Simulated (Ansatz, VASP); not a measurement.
## Two plane-wave programs on P

```
P
1.0
     2.52355    0.00000    0.00000
     0.00000    2.52355    0.00000
     0.00000    0.00000    2.14517
P
1
Direct
  0.00000 0.00000 0.00000
```

Alike in both runs: task single point; functional PBEsol; dispersion D3(BJ); k mesh 28 × 28 × 28; occupations gaussian, width 0.15 eV; no spin polarisation.

|  | VASP | Ansatz |
| --- | --- | --- |
| version | VASP 6.6.1 | Ansatz 0.2.0 |
| potentials or method | VASP PAW PBE potentials, release 64 (P), cutoff 520 eV | scalar-relativistic, plane waves, PAW |
| valence electrons in the cell | 5 | 5 |

Ansatz gave:

```
gap on the k mesh at the Fermi level (eV)                     : none
pressure (GPa)                                                : 7.8
traceless stress, the component that is largest in VASP (GPa) : 38.92
```

Estimate VASP's values.

gap on the k mesh at the Fermi level (eV): none; pressure (GPa): 7.9; traceless stress, the component that is largest in VASP (GPa): 38.90.

VASP's potentials were made for PBE, not for PBEsol. A gap of «none» marks a metal or a gap that the smearing closes.
